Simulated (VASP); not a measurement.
# Ta (Im-3m) in VASP: further runs, part 2 of 2

VASP 6.6.1. Earlier steps stand in the parts before.

## Step 3: Single point, PBEsol, non-collinear spin, zero start, spin-orbit coupling (17.10 Å³/atom)

This run uses another cell than the first one, of 17.10 Å³/atom.

Input file INCAR:

```
PREC     = Accurate       # precision mode
ENCUT    = 520            # plane-wave cutoff, eV
EDIFF    = 1E-6           # SCF threshold, eV
ISMEAR   = 0              # smearing method
SIGMA    = 0.05           # smearing width, eV
LREAL    = False          # projectors in reciprocal space
LASPH    = True           # aspherical terms in the spheres
NELM     = 150            # most SCF steps
ALGO     = Normal         # electronic algorithm
ISIF     = 2              # what is computed and relaxed
LWAVE    = False          # write WAVECAR
LCHARG   = False          # write CHGCAR
LNONCOLLINEAR= True           # non-collinear magnetism
MAGMOM   = 0 0 0          # initial moments
LORBIT   = 11             # projections on sites
LSORBIT  = True           # spin-orbit coupling
GGA_COMPAT= False        
LORBMOM  = True         
LMAXMIX  = 4              # l up to which the mixer works
GGA      = PS             # functional
NBANDS   = 22             # bands
```

Input file KPOINTS:

```
Automatic mesh
0
Gamma
  22 22 22
```

Input file POSCAR:

```
Ta
1.0
   -1.6230115422      1.6230115422      1.6230115422
    1.6230115422     -1.6230115422      1.6230115422
    1.6230115422      1.6230115422     -1.6230115422
Ta
1
Direct
    0.0000000000      0.0000000000      0.0000000000
```

Potentials or basis: VASP PAW PBE potentials, release 64 (Ta_pv).

On the command line:

```
cat potpaw_PBE.64/Ta_pv/POTCAR > POTCAR
mpirun -np 1 vasp_ncl > vasp.out
```

OUTCAR:

```text
PREC = Accurate
   ENCUT = 520
   EDIFF = 1E-6
   ISMEAR = 0
   LREAL = False
   LASPH = True
   NELM = 150
   ISIF = 2
   LNONCOLLINEAR = True
   LORBIT = 11
   LSORBIT = True
   GGA = PS

 ion  position               nearest neighbor table
   1  0.000  0.000  0.000-

  LATTYP: Found a body centered cubic cell.
 ALAT       =     3.2460230844

  Lattice vectors:

 A1 = (  -1.6230115422,   1.6230115422,   1.6230115422)
 A2 = (   1.6230115422,  -1.6230115422,   1.6230115422)
 A3 = (   1.6230115422,   1.6230115422,  -1.6230115422)

Analysis of symmetry for initial positions (statically):
=====================================================================
 Subroutine PRICEL returns:
 Original cell was already a primitive cell.

 Routine SETGRP: Setting up the symmetry group for a
 body centered cubic supercell.

 Subroutine GETGRP returns: Found 48 space group operations
 (whereof 48 operations were pure point group operations)
 out of a pool of 48 trial point group operations.

The static configuration has the point symmetry O_h .

Analysis of symmetry for dynamics (positions and initial velocities):
=====================================================================
 Subroutine PRICEL returns:
 Original cell was already a primitive cell.

 Routine SETGRP: Setting up the symmetry group for a
 body centered cubic supercell.

 Subroutine GETGRP returns: Found 48 space group operations
 (whereof 48 operations were pure point group operations)
 out of a pool of 48 trial point group operations.

The dynamic configuration has the point symmetry O_h .

Analysis of structural, dynamic, and magnetic symmetry:
=====================================================================
 Subroutine PRICEL returns:
[... 776 lines left out ...]
  Total        0.7321637      0.7321637      0.7321637      0.0000000     -0.0000000      0.0000000
  in kB       68.5952379     68.5952379     68.5952379      0.0000000     -0.0000000      0.0000000
  external PRESSURE =      68.5952379 kB  Pullay stress =       0.0000000 kB

 VOLUME and BASIS-vectors are now :
 -----------------------------------------------------------------------------
  energy-cutoff  :      520.00
  volume of cell :       17.10
      direct lattice vectors                 reciprocal lattice vectors
    -1.623011542  1.623011542  1.623011542     0.000000000  0.308069282  0.308069282
     1.623011542 -1.623011542  1.623011542     0.308069282  0.000000000  0.308069282
     1.623011542  1.623011542 -1.623011542     0.308069282  0.308069282  0.000000000

 POSITION                                       TOTAL-FORCE (eV/Angst)
 -----------------------------------------------------------------------------------
      0.00000      0.00000      0.00000         0.000000      0.000000     -0.000000
 -----------------------------------------------------------------------------------
    total drift:                                0.000000      0.000000      0.000000

  FREE ENERGIE OF THE ION-ELECTRON SYSTEM (eV)
  ---------------------------------------------------
  free  energy   TOTEN  =       -13.2557018393 eV

  energy  without entropy=      -13.2539191233  energy(sigma->0) =      -13.25481048

 orbital moment (x)

 # of ion     p       d       tot
 ----------------------------------------
  1         0.000   0.000   0.000
 ----------------------------------------
            0.000   0.000   0.000

 orbital moment (y)

 # of ion     p       d       tot
 ----------------------------------------
  1         0.000  -0.000  -0.000
 ----------------------------------------
            0.000  -0.000  -0.000

 orbital moment (z)

 # of ion     p       d       tot
 ----------------------------------------
  1         0.000   0.000   0.000
 ----------------------------------------
            0.000   0.000   0.000

 Spin-Orbit-Coupling matrix elements

 Ion:    1  E_soc:     -1.4210585
 l=   1
     0.0000000    -0.2162726    -0.2162726
    -0.2162726     0.0000000    -0.2162726
    -0.2162726    -0.2162726     0.0000000
 l=   2
     0.0000000    -0.0052123     0.0000000    -0.0052123    -0.0153582
    -0.0052123     0.0000000    -0.0115186    -0.0052123    -0.0038395
     0.0000000    -0.0115186     0.0000000    -0.0115186     0.0000000
    -0.0052123    -0.0052123    -0.0115186     0.0000000    -0.0038395
    -0.0153582    -0.0038395     0.0000000    -0.0038395     0.0000000
 l=   3
     0.0000000     0.0000000     0.0000000     0.0000000     0.0000000     0.0000000     0.0000000
     0.0000000     0.0000000     0.0000000     0.0000000     0.0000000     0.0000000     0.0000000
     0.0000000     0.0000000     0.0000000     0.0000000     0.0000000     0.0000000     0.0000000
     0.0000000     0.0000000     0.0000000     0.0000000     0.0000000     0.0000000     0.0000000
     0.0000000     0.0000000     0.0000000     0.0000000     0.0000000     0.0000000     0.0000000
     0.0000000     0.0000000     0.0000000     0.0000000     0.0000000     0.0000000     0.0000000
     0.0000000     0.0000000     0.0000000     0.0000000     0.0000000     0.0000000     0.0000000

 total charge

# of ion       s       p       d       tot
------------------------------------------
    1        0.382   6.178   2.490   9.049

 magnetization (x)

# of ion       s       p       d       tot
------------------------------------------
    1        0.000  -0.000   0.000  -0.000

 magnetization (y)

# of ion       s       p       d       tot
------------------------------------------
    1        0.000   0.000   0.000   0.000

 magnetization (z)

# of ion       s       p       d       tot
------------------------------------------
    1        0.000   0.000   0.000   0.000
```

OSZICAR:

```text
N       E                     dE             d eps       ncg     rms          rms(c)
DAV:   1     0.912659405741E+02    0.91266E+02   -0.59596E+03 14432   0.104E+03
DAV:   2    -0.110389650907E+02   -0.10230E+03   -0.99084E+02 16526   0.326E+02
DAV:   3    -0.137255460323E+02   -0.26866E+01   -0.26576E+01 17584   0.501E+01
DAV:   4    -0.137383347060E+02   -0.12789E-01   -0.12785E-01 16434   0.370E+00
DAV:   5    -0.137384190533E+02   -0.84347E-04   -0.84327E-04 17238   0.281E-01    0.151E+01
DAV:   6    -0.133701348119E+02    0.36828E+00   -0.29319E-01 16920   0.625E+00    0.748E+00
DAV:   7    -0.132569421379E+02    0.11319E+00   -0.25686E-01 16918   0.539E+00    0.131E+00
DAV:   8    -0.132566893362E+02    0.25280E-03   -0.80775E-03 16710   0.566E-01    0.309E-01
DAV:   9    -0.132557354263E+02    0.95391E-03   -0.17385E-03 16946   0.514E-01    0.560E-02
DAV:  10    -0.132557038448E+02    0.31582E-04   -0.69218E-05 16428   0.100E-01    0.201E-02
DAV:  11    -0.132557019276E+02    0.19172E-05   -0.48904E-06 17628   0.260E-02    0.841E-03
DAV:  12    -0.132557018393E+02    0.88312E-07   -0.52927E-08  9286   0.279E-03
   1 F= -.13255702E+02 E0= -.13254810E+02  d E =-.178272E-02  mag=     0.0000    -0.0000    -0.0000
```

It took 5.3 min on 1 thread of Oxide Virtual Turin-like, shared host; peak memory 0.29 GiB.

Results:

| Quantity | Value |
| --- | --- |
| Free energy | -13.2557 eV |
| Pressure | 6.9 GPa |
| Net moment | 0.00 μB per cell |
| Valence electrons inside the program's atomic spheres | Ta 9.05 |

Moments on the atoms (μB; x, y, z):
```
Ta  0.00 0.00 0.00
```

Caveat: the cell stands under pressure; the PAW data sets were made with another functional, which shifts forces and pressure a little.

## Step 4: Single point, PBEsol, non-collinear spin, zero start, spin-orbit coupling (18.00 Å³/atom)

This run uses another cell than the first one, of 18.00 Å³/atom.

Input file INCAR:

```
  PREC = Accurate
  ENCUT = 520
  EDIFF = 1E-6
  ISMEAR = 0
  SIGMA = 0.05
  LREAL = False
  LASPH = True
  NELM = 150
  ALGO = Normal
  ISIF = 2
  LWAVE = False
  LCHARG = False
  MAGMOM = 0 0 0
  LORBIT = 11
  LSORBIT = True
  GGA_COMPAT = False
  LORBMOM = True
  LMAXMIX = 4
  GGA = PS
  NBANDS = 22
```

Input file KPOINTS:

```
regular mesh
0
Gamma
  22 22 22
```

Input file POSCAR:

```
Ta
1.0
   -1.6510000000      1.6510000000      1.6510000000
    1.6510000000     -1.6510000000      1.6510000000
    1.6510000000      1.6510000000     -1.6510000000
Ta
1
Direct
    0.0000000000      0.0000000000      0.0000000000
```

Potentials or basis: VASP PAW PBE potentials, release 64 (Ta_pv).

On the command line:

```
cat potpaw_PBE.64/Ta_pv/POTCAR > POTCAR
mpirun -np 1 vasp_ncl > vasp.out
```

OUTCAR:

```text
PREC = Accurate
   ENCUT = 520
   EDIFF = 1E-6
   ISMEAR = 0
   LREAL = False
   LASPH = True
   NELM = 150
   ISIF = 2
   LORBIT = 11
   LSORBIT = True
   GGA = PS

 ion  position               nearest neighbor table
   1  0.000  0.000  0.000-

  LATTYP: Found a body centered cubic cell.
 ALAT       =     3.3020000000

  Lattice vectors:

 A1 = (  -1.6510000000,   1.6510000000,   1.6510000000)
 A2 = (   1.6510000000,  -1.6510000000,   1.6510000000)
 A3 = (   1.6510000000,   1.6510000000,  -1.6510000000)

Analysis of symmetry for initial positions (statically):
=====================================================================
 Subroutine PRICEL returns:
 Original cell was already a primitive cell.

[... 848 lines left out ...]
 ----------------------------------------
            0.000   0.000   0.000

 Spin-Orbit-Coupling matrix elements

 Ion:    1  E_soc:     -1.4172060
 l=   1
     0.0000000    -0.2151125    -0.2151125
    -0.2151125     0.0000000    -0.2151125
    -0.2151125    -0.2151125     0.0000000
 l=   2
     0.0000000    -0.0053046     0.0000000    -0.0053046    -0.0157839
    -0.0053046     0.0000000    -0.0118379    -0.0053046    -0.0039460
     0.0000000    -0.0118379     0.0000000    -0.0118379     0.0000000
    -0.0053046    -0.0053046    -0.0118379     0.0000000    -0.0039460
    -0.0157839    -0.0039460     0.0000000    -0.0039460     0.0000000
 l=   3
     0.0000000     0.0000000     0.0000000     0.0000000     0.0000000     0.0000000     0.0000000
     0.0000000     0.0000000     0.0000000     0.0000000     0.0000000     0.0000000     0.0000000
     0.0000000     0.0000000     0.0000000     0.0000000     0.0000000     0.0000000     0.0000000
     0.0000000     0.0000000     0.0000000     0.0000000     0.0000000     0.0000000     0.0000000
     0.0000000     0.0000000     0.0000000     0.0000000     0.0000000     0.0000000     0.0000000
     0.0000000     0.0000000     0.0000000     0.0000000     0.0000000     0.0000000     0.0000000
     0.0000000     0.0000000     0.0000000     0.0000000     0.0000000     0.0000000     0.0000000

 total charge

# of ion       s       p       d       tot
------------------------------------------
    1        0.369   6.166   2.411   8.946

 magnetization (x)

# of ion       s       p       d       tot
------------------------------------------
    1        0.000  -0.000   0.000  -0.000

 magnetization (y)

# of ion       s       p       d       tot
------------------------------------------
    1        0.000   0.000   0.000   0.000

 magnetization (z)

# of ion       s       p       d       tot
------------------------------------------
    1       -0.000  -0.000   0.000  -0.000
```

stdout:

```text
POSCAR found type information on POSCAR Ta
 POSCAR found :  1 types and       1 ions
 scaLAPACK will be used
 -----------------------------------------------------------------------------
|                                                                             |
|                                                                             |
|     You enforced a specific xc type in the INCAR file but a different       |
|     I HOPE YOU KNOW WHAT YOU ARE DOING!                                     |
|                                                                             |
 -----------------------------------------------------------------------------

 LDA part: xc-table for (Slater+PW92), standard interpolation
 POSCAR, INCAR and KPOINTS ok, starting setup
 FFT: planning ... GRIDC
 FFT: planning ... GRID_SOFT
 FFT: planning ... GRID
 WAVECAR not read
 entering main loop
```

Wall time 6.9 min (1 thread of Oxide Virtual Turin-like, shared host); peak memory 0.29 GiB.

Results:

```
Free energy                                           : -13.2631 eV
Pressure                                              : -3.9 GPa
Net moment                                            : 0.00 μB per cell
Valence electrons inside the program's atomic spheres : Ta 8.95
```

Moments on the atoms (μB; x, y, z):
```
Ta  0.00 0.00 0.00
```

Caveat: the cell stands under tension; the PAW data sets were made with another functional, which shifts forces and pressure a little.

## Step 5: Summary

```tsv
cell	pressure (GPa)	moment (μB)
a = 2.888 Å, angles 109.5°, 1 atom	-9.2	0.00
a = 2.811 Å, angles 109.5°, 1 atom	6.9	0.00
a = 2.860 Å, angles 109.5°, 1 atom	-3.9	0.00
```

Alike in all rows: task single point; level PBEsol; potentials or basis VASP PAW PBE potentials, release 64 (Ta_pv); spin non-collinear, zero start, SOC; k mesh 22 × 22 × 22; cutoff (eV) 520; smearing gaussian 0.05 eV.

Caveats: the PAW data sets were made with another functional, which shifts forces and pressure a little; the cell stands under tension (at least some runs); the cell stands under pressure (at least some runs).

Absolute energies hang on the potentials; compare differences alone.
